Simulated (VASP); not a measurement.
# KF in VASP: settings compared

Aim: see how the results for KF move with the level of theory and the settings. Levels: r2SCAN, PBE. Tasks: single point.

All numbers are computed with VASP 6.6.1; they aren't measurements. Logs are shortened: lines on timing, memory, paths and dates and some standing lists are left out, and cuts for length are marked.

### 1 The cell of the first run

It takes space group F-43m (No. 216, cubic). The conventional cell has a = 6.106 Å, b = 6.106 Å, c = 6.106 Å, α = 90.00°, β = 90.00°, γ = 90.00°. Within 3.5 Å of K (site symmetry -43m) lie 4 F at 2.64 Å. Within 3.5 Å of F (site symmetry -43m) lie 4 K at 2.64 Å.

### 2 Single point, r2SCAN (strain +4.0%)

The input, POSCAR:

```
KF
1.0
    0.0000000000      3.0528174649      3.0528174649
    3.0528174649      0.0000000000      3.0528174649
    3.0528174649      3.0528174649      0.0000000000
K F
1 1
Direct
    0.0000000000      0.0000000000      0.0000000000
    0.2500000000      0.2500000000      0.2500000000
```

The input, INCAR.step1:

```
PREC = Accurate ; ENCUT = 520
ISMEAR = 0 ; SIGMA = 0.01
LREAL = False ; LASPH = True
NELM = 60 ; NBANDS = 15
GGA = PE ; ALGO = Normal
EDIFF = 1E-4 ; LWAVE = True
LCHARG = False
```

The input, INCAR.step2:

```
PREC = Accurate ; ENCUT = 520
EDIFF = 1E-6 ; ISMEAR = 0
SIGMA = 0.01 ; LREAL = False
LASPH = True ; NELM = 60
ALGO = Normal ; ISIF = 2
LWAVE = False ; LCHARG = False
METAGGA = R2SCAN ; LMIXTAU = True
NBANDS = 15 ; ISTART = 1
```

The input, KPOINTS:

```
Automatic mesh
0
Gamma
  8 8 8
```

Potentials or basis: VASP PAW PBE potentials, release 64 (K_sv, F).

Started as:

```
$ cat potpaw_PBE.64/K_sv/POTCAR potpaw_PBE.64/F/POTCAR > POTCAR
$ cp INCAR.step1 INCAR
$ mpirun -np 1 vasp_std > vasp.out
$ cp INCAR.step2 INCAR
$ mpirun -np 1 vasp_std > vasp.out
```

OUTCAR:

```text
PREC = Accurate
   ENCUT = 520
   EDIFF = 1E-6
   ISMEAR = 0
   LREAL = False
   LASPH = True
   NELM = 60
   ISIF = 2
   METAGGA = R2SCAN
   ISTART = 1

 ion  position               nearest neighbor table
   1  0.000  0.000  0.000-   2 2.64   2 2.64   2 2.64   2 2.64
   2  0.250  0.250  0.250-   1 2.64   1 2.64   1 2.64   1 2.64

  LATTYP: Found a face centered cubic cell.
 ALAT       =     6.1056349298

  Lattice vectors:

 A1 = (   0.0000000000,   3.0528174649,   3.0528174649)
 A2 = (   3.0528174649,   0.0000000000,   3.0528174649)
 A3 = (   3.0528174649,   3.0528174649,   0.0000000000)

Analysis of symmetry for initial positions (statically):
=====================================================================
 Subroutine PRICEL returns:
 Original cell was already a primitive cell.

 Routine SETGRP: Setting up the symmetry group for a
 face centered cubic supercell.

 Subroutine GETGRP returns: Found 24 space group operations
 (whereof 24 operations were pure point group operations)
 out of a pool of 48 trial point group operations.

The static configuration has the point symmetry T_d .

Analysis of symmetry for dynamics (positions and initial velocities):
=====================================================================
 Subroutine PRICEL returns:
 Original cell was already a primitive cell.

 Routine SETGRP: Setting up the symmetry group for a
 face centered cubic supercell.

 Subroutine GETGRP returns: Found 24 space group operations
 (whereof 24 operations were pure point group operations)
 out of a pool of 48 trial point group operations.

The dynamic configuration has the point symmetry T_d .

 Subroutine INISYM returns: Found 24 space group operations
 (whereof 24 operations are pure point group operations),
 and found     1 'primitive' translations

----------------------------------------------------------------------------------------

                                     Primitive cell

  volume of cell :      56.9027

  direct lattice vectors                    reciprocal lattice vectors
     0.000000000  3.052817465  3.052817465    -0.163783130  0.163783130  0.163783130
     3.052817465  0.000000000  3.052817465     0.163783130 -0.163783130  0.163783130
     3.052817465  3.052817465  0.000000000     0.163783130  0.163783130 -0.163783130

  length of vectors
     4.317335862  4.317335862  4.317335862     0.283680703  0.283680703  0.283680703

  position of ions in fractional coordinates (direct lattice)
     0.000000000  0.000000000  0.000000000
     0.250000000  0.250000000  0.250000000

  ion indices of the primitive-cell ions
   primitive index   ion index
                 1           1
                 2           2

----------------------------------------------------------------------------------------

 KPOINTS: Automatic mesh

Automatic generation of k-mesh.
 Grid dimensions read from file:
 generate k-points for:    8    8    8

 Generating k-lattice:

  Cartesian coordinates                     Fractional coordinates (reciprocal lattice)
    -0.020472891  0.020472891  0.020472891     0.125000000  0.000000000  0.000000000
     0.020472891 -0.020472891  0.020472891     0.000000000  0.125000000  0.000000000
     0.020472891  0.020472891 -0.020472891     0.000000000  0.000000000  0.125000000

  Length of vectors
     0.035460088  0.035460088  0.035460088

  Shift w.r.t. Gamma in fractional coordinates (k-lattice)
     0.000000000  0.000000000  0.000000000

 Subroutine IBZKPT returns following result:
 ===========================================

 Found     29 irreducible k-points:

 Following reciprocal coordinates:
            Coordinates               Weight
  0.000000  0.000000  0.000000      1.000000
  0.125000  0.000000  0.000000      8.000000
  0.250000  0.000000  0.000000      8.000000
  0.375000  0.000000  0.000000      8.000000
  0.500000  0.000000  0.000000      4.000000
  0.125000  0.125000  0.000000      6.000000
[... 16 lines left out ...]
  0.500000  0.250000  0.125000     48.000000
 -0.375000  0.250000  0.125000     24.000000
 [... further k-points ...]
   k-points           NKPTS =     29   k-points in BZ     NKDIM =     29   number of bands    NBANDS=     15
   number of dos      NEDOS =    301   number of ions     NIONS =      2
   total plane-waves  NPLWV =  32768
   dimension x,y,z NGX =    32 NGY =   32 NGZ =   32
   dimension x,y,z NGXF=    64 NGYF=   64 NGZF=   64
   ions per type =               1   1
   NGX,Y,Z   is equivalent  to a cutoff of  12.32, 12.32, 12.32 a.u.
   NGXF,Y,Z  is equivalent  to a cutoff of  24.64, 24.64, 24.64 a.u.
 SYSTEM =  unknown system
   PREC   = accura    normal or accurate (medium, high low for compatibility)
   ISTART =      1    job   : 0-new  1-cont  2-samecut
   ICHARG =      0    charge: 1-file 2-atom 10-const
   ISPIN  =      1    spin polarized calculation?
   LNONCOLLINEAR =      F non collinear calculations
   LSORBIT =      F    spin-orbit coupling
   LASPH  =      T    aspherical Exc in radial PAW
   ENCUT  =  520.0 eV  38.22 Ry    6.18 a.u.   8.03  8.03  8.03*2*pi/ulx,y,z
   NELM   =     60;   NELMIN=  2; NELMDL=  0     # of ELM steps
   EDIFF  = 0.1E-05   stopping-criterion for ELM
   LREAL  =      F    real-space projection
   EDIFFG = 0.1E-04   stopping-criterion for IOM
   NSW    =      0    number of steps for IOM
   IBRION =     -1    ionic relax: 0-MD 1-quasi-New 2-CG
   NFREE  =      0    steps in history (QN), initial steepest desc. (CG)
   ISIF   =      2    stress and relaxation
   ISYM   =      2    0-nonsym 1-usesym 2-fastsym
   POTIM  = 0.5000    time-step for ionic-motion
   TEBEG  =    0.0;   TEEND  =   0.0 temperature during run
   PSTRESS=    0.0 pullay stress
   NELECT =      16.0000    total number of electrons
   NUPDOWN=      -1.0000    fix difference up-down
   EMIN   =  10.00;   EMAX   =-10.00  energy-range for DOS
   EFERMI =   0.00;   METHOD = LEGACY
   ISMEAR =     0;   SIGMA  =   0.01  broadening in eV -4-tet -1-fermi 0-gaus
   EFERMI_NEDOS =   21; number of points for ismear=-14 and -15
   IALGO  =     38    algorithm
   IMIX   =      4    mixing-type and parameters
     AMIX     =   0.40;   BMIX     =  1.00
     AMIX_MAG =   1.60;   BMIX_MAG =  1.00
  volume/ion in A,a.u.               =      28.45       192.00
  Fermi-wavevector in a.u.,A,eV,Ry     =   1.072517  2.026762 15.650668  1.150292
  Thomas-Fermi vector in A             =   2.208289
   LORBIT       =      0    0 simple, 1 ext, 2 COOP (PROOUT), +10 PAW based schemes
   METAGGA = R2SCAN    functional components
   LHFCALC =     F    Hartree Fock is set to
   AEXX    =    0.0000 exact exchange contribution
   IVDW    =     0    specifies the selected vdW correction
   LEPSILON=     F    determine dielectric tensor
   LRPA    =     F    only Hartree local field effects (RPA)
 non-spin polarized calculation
 Gauss-broadening in eV      SIGMA  =   0.01
  energy-cutoff  :      520.00
  volume of cell :       56.90
 maximum number of plane-waves:      1543
   NGX = 17   NGY = 17   NGZ = 17

 number of electron      16.0000003 magnetization

 Free energy of the ion-electron system (eV)
  ---------------------------------------------------
  ext. energy  EPLUGINS =         0.00000000
  ---------------------------------------------------
  free energy    TOTEN  =       -14.66600351 eV

  energy without entropy =      -14.66600351  energy(sigma->0) =      -14.66600351

 E-fermi :  -4.1597     XC(G=0):  -6.8360

 val. band max:       -4.3019084759   @ k =  -0.2500   0.5000   0.2500
 cond. band min:       1.1585316572   @ k =   0.0000   0.0000   0.0000
 fundamental gap:      5.4604401332
 Fermi energy:        -4.1596907738

 k-point     1 :       0.0000    0.0000    0.0000
  band No.  band energies     occupation
      1     -31.9030      2.00000
      2     -23.9077      2.00000
      3     -14.5611      2.00000
      4     -14.5611      2.00000
      5     -14.5611      2.00000
      6      -4.4302      2.00000
      7      -4.4302      2.00000
      8      -4.4302      2.00000
      9       1.1585      0.00000
     10       7.8790      0.00000
     11       7.8790      0.00000
     12       7.8976      0.00000
     13       7.8976      0.00000
     14       7.8976      0.00000
     15      12.4449      0.00000

 k-point     2 :       0.1250    0.0000    0.0000
  band No.  band energies     occupation
      1     -31.8998      2.00000
      2     -23.9147      2.00000
      3     -14.5719      2.00000
      4     -14.5656      2.00000
      5     -14.5656      2.00000
      6      -4.4555      2.00000
      7      -4.4212      2.00000
      8      -4.4212      2.00000
      9       1.4379      0.00000
     10       7.5322      0.00000
     11       7.5322      0.00000
     12       7.5966      0.00000
     13       8.2243      0.00000
     14       8.2243      0.00000
     15      11.2675      0.00000

 k-point     3 :       0.2500    0.0000    0.0000
  band No.  band energies     occupation
      1     -31.8919      2.00000
      2     -23.9303      2.00000
      3     -14.5985      2.00000
      4     -14.5764      2.00000
      5     -14.5764      2.00000
      6      -4.4975      2.00000
      7      -4.4000      2.00000
      8      -4.3999      2.00000
      9       2.1747      0.00000
     10       6.8202      0.00000
     11       7.2217      0.00000
     12       7.2217      0.00000
     13       8.5538      0.00000
     14       8.5538      0.00000
     15      10.2067      0.00000
[... 343 lines left out ...]
 k-point    23 :       0.5000    0.2500    0.1250
  band No.  band energies     occupation
      1     -31.8797      2.00000
      2     -23.9541      2.00000
      3     -14.6615      2.00000
      4     -14.6048      2.00000
      5     -14.5593      2.00000
      6      -4.5155      2.00000
      7      -4.3928      2.00000
      8      -4.3509      2.00000
      9       3.5043      0.00000
     10       5.3818      0.00000
     11       6.9647      0.00000
     12       7.3538      0.00000
     13       8.8105      0.00000
     14       9.2900      0.00000
     15      10.0119      0.00000

 k-point    24 :      -0.3750    0.2500    0.1250
  band No.  band energies     occupation
      1     -31.8771      2.00000
      2     -23.9593      2.00000
      3     -14.6755      2.00000
      4     -14.6097      2.00000
      5     -14.5567      2.00000
      6      -4.4929      2.00000
      7      -4.4095      2.00000
      8      -4.3419      2.00000
      9       3.9792      0.00000
     10       5.0165      0.00000
     11       6.8518      0.00000
     12       7.3278      0.00000
     13       8.9571      0.00000
     14       9.3872      0.00000
     15       9.7772      0.00000

 [... further k-points ...]

------------------------ aborting loop because EDIFF is reached ----------------------------------------

  FORCE on cell =-STRESS in cart. coord.  units (eV):
  Direction    XX          YY          ZZ          XY          YZ          ZX
  --------------------------------------------------------------------------------------
  -------------------------------------------------------------------------------------
  Total       -0.7537261     -0.7537261     -0.7537261     -0.0000000      0.0000000      0.0000000
  in kB      -21.2222595    -21.2222595    -21.2222595     -0.0000000      0.0000000      0.0000000
  external PRESSURE =     -21.2222595 kB  Pullay stress =       0.0000000 kB

 VOLUME and BASIS-vectors are now :
 -----------------------------------------------------------------------------
  energy-cutoff  :      520.00
  volume of cell :       56.90
      direct lattice vectors                 reciprocal lattice vectors
     0.000000000  3.052817465  3.052817465    -0.163783130  0.163783130  0.163783130
     3.052817465  0.000000000  3.052817465     0.163783130 -0.163783130  0.163783130
     3.052817465  3.052817465  0.000000000     0.163783130  0.163783130 -0.163783130

 POSITION                                       TOTAL-FORCE (eV/Angst)
 -----------------------------------------------------------------------------------
      0.00000      0.00000      0.00000         0.000000     -0.000000      0.000000
      1.52641      1.52641      1.52641        -0.000000      0.000000     -0.000000
 -----------------------------------------------------------------------------------
    total drift:                               -0.000000     -0.000000     -0.000000

  FREE ENERGIE OF THE ION-ELECTRON SYSTEM (eV)
  ---------------------------------------------------
  free  energy   TOTEN  =       -14.6660035093 eV

  energy  without entropy=      -14.6660035093  energy(sigma->0) =      -14.66600351
```

It took 1.8 min on 1 thread of AMD EPYC 7R43 (Zen 3), shared host; peak memory 0.15 GiB.

What came out:

| Quantity | Value |
| --- | --- |
| Free energy | -14.6660 eV |
| Pressure | -2.1 GPa |
| Band gap on the k mesh | 5.46 eV, indirect (least direct gap 5.59 eV) |

Levels at points of the mesh, in eV from the valence-band top:
| k point | band 4 | band 5 | band 6 | band 7 | band 8 | band 9 | band 10 | band 11 | band 12 | band 13 |
| --- | --- | --- | --- | --- | --- | --- | --- | --- | --- | --- |
| (0.00, 0.00, 0.00) | -10.26 | -10.26 | -0.13 | -0.13 | -0.13 | 5.46 | 12.18 | 12.18 | 12.20 | 12.20 |
| (0.50, 0.00, 0.00) | -10.29 | -10.29 | -0.22 | -0.07 | -0.07 | 8.17 | 9.29 | 11.26 | 11.26 | 13.31 |
| (0.50, 0.50, 0.00) | -10.34 | -10.28 | -0.33 | 0.00 | 0.00 | 8.51 | 8.65 | 12.40 | 13.22 | 13.24 |

Caveat: the cell differs from its parent crystal (strain +4.0%); the PAW data sets were made with another functional, which shifts forces and pressure a little. A k mesh can miss the band edges.

### 3 Single point, PBE (uniaxial z strain +2.0%)

The input, INCAR:

```
PREC = Accurate
ENCUT = 520
EDIFF = 1E-7
ISMEAR = -1
SIGMA = 0.02
LREAL = False
LASPH = True
NELM = 60
ALGO = Normal
ISIF = 2
LWAVE = False
LCHARG = False
GGA = PE
NBANDS = 15
```

KPOINTS is that of step 2.

The input, POSCAR:

```
KF
1.0
    0.0000000000      2.9354014086      2.9941094368
    2.9354014086      0.0000000000      2.9941094368
    2.9354014086      2.9354014086      0.0000000000
K F
1 1
Direct
    0.0000000000      0.0000000000      0.0000000000
    0.2500000000      0.2500000000      0.2500000000
```

Potentials or basis: VASP PAW PBE potentials, release 64 (K_sv, F).

Started as:

```
$ cat potpaw_PBE.64/K_sv/POTCAR potpaw_PBE.64/F/POTCAR > POTCAR
$ mpirun -np 1 vasp_std > vasp.out
```

Wall time 40 s (1 thread of AMD EPYC 7R43 (Zen 3), shared host); peak memory 0.16 GiB.

The run converged. Its results:

- Free energy: -8.1267 eV
- Pressure: 0.5 GPa
- Band gap on the k mesh: 5.10 eV, indirect (least direct gap 5.30 eV)

Levels at points of the mesh, in eV from the valence-band top:
```
           k point  band 4  band 5  band 6  band 7  band 8  band 9  band 10  band 11  band 12  band 13
(0.00, 0.00, 0.00)   -9.66   -9.66   -0.20   -0.19   -0.19    5.10    11.60    11.70    11.76    11.85
(0.50, 0.00, 0.00)   -9.71   -9.70   -0.27   -0.12   -0.11    7.93     9.10    10.77    10.87    12.86
(0.50, 0.50, 0.00)   -9.77   -9.67   -0.44    0.00    0.00    8.17     8.29    12.07    12.82    12.91
(0.50, 0.00, 0.50)   -9.77   -9.69   -0.43   -0.01    0.00    8.22     8.35    12.20    12.81    12.84
```

Caveat: the cell differs from its parent crystal (uniaxial z strain +2.0%). A k mesh can miss the band edges.

### 4 Single point, PBE (epitaxial 111 strain +0.5%)

The input, INCAR:

```
SYSTEM = KF
  ALGO = Normal
  EDIFF = 1E-7
  ENCUT = 520
  GGA = PE
  ISIF = 2
  ISMEAR = -1
  LASPH = .True.
  LCHARG = .False.
  LREAL = .False.
  LWAVE = .False.
  NBANDS = 15
  NELM = 100
  PREC = Accurate
  SIGMA = 0.02
```

The input, KPOINTS:

```
k-points
0
Gamma
  8 8 8
  0 0 0
```

The input, POSCAR:

```
KF
1.0
   -0.0176124085      2.9324660072      2.9324660072
    2.9324660072     -0.0176124085      2.9324660072
    2.9324660072      2.9324660072     -0.0176124085
K F
1 1
Direct
   -0.0005319485     -0.0005319485     -0.0005319485
    0.2505319485      0.2505319485      0.2505319485
```

Started as:

```
$ cat potpaw_PBE.64/K_sv/POTCAR potpaw_PBE.64/F/POTCAR > POTCAR
$ mpirun -np 1 vasp_std > vasp.out
```

Run time: 46 s. Hardware: 1 thread of AMD EPYC 7R43 (Zen 3), shared host; peak memory 0.16 GiB.

It converged, with:

| Property | Result |
| --- | --- |
| Free energy | -8.1232 eV |
| Pressure | 0.8 GPa |
| Largest force | 0.007 eV/Å |
| Band gap on the k mesh | 5.14 eV, indirect (least direct gap 5.34 eV) |

Forces in eV/Å, atoms in the order of the input:
```
K   -0.004 -0.004 -0.004
F    0.004  0.004  0.004
```

Stress tensor (GPa, compression positive):
```
0.80 0.05 0.05
0.05 0.80 0.05
0.05 0.05 0.80
```

Levels at points of the mesh, in eV from the valence-band top:
| k point | band 4 | band 5 | band 6 | band 7 | band 8 | band 9 | band 10 | band 11 | band 12 | band 13 |
| --- | --- | --- | --- | --- | --- | --- | --- | --- | --- | --- |
| (0.00, 0.00, 0.00) | -9.61 | -9.61 | -0.21 | -0.21 | -0.20 | 5.14 | 11.73 | 11.73 | 11.86 | 11.86 |
| (0.50, 0.00, 0.00) | -9.66 | -9.66 | -0.27 | -0.11 | -0.11 | 7.97 | 9.17 | 10.83 | 10.93 | 12.93 |
| (0.50, 0.50, 0.00) | -9.73 | -9.64 | -0.45 | 0.00 | 0.00 | 8.24 | 8.37 | 12.26 | 12.88 | 12.96 |
| (0.50, 0.50, 0.50) | -9.66 | -9.66 | -0.26 | -0.12 | -0.12 | 8.01 | 9.20 | 10.86 | 10.86 | 12.98 |

Caveat: the cell differs from its parent crystal (epitaxial 111 strain +0.5%). A k mesh can miss the band edges.

[end of part 1 of 2]
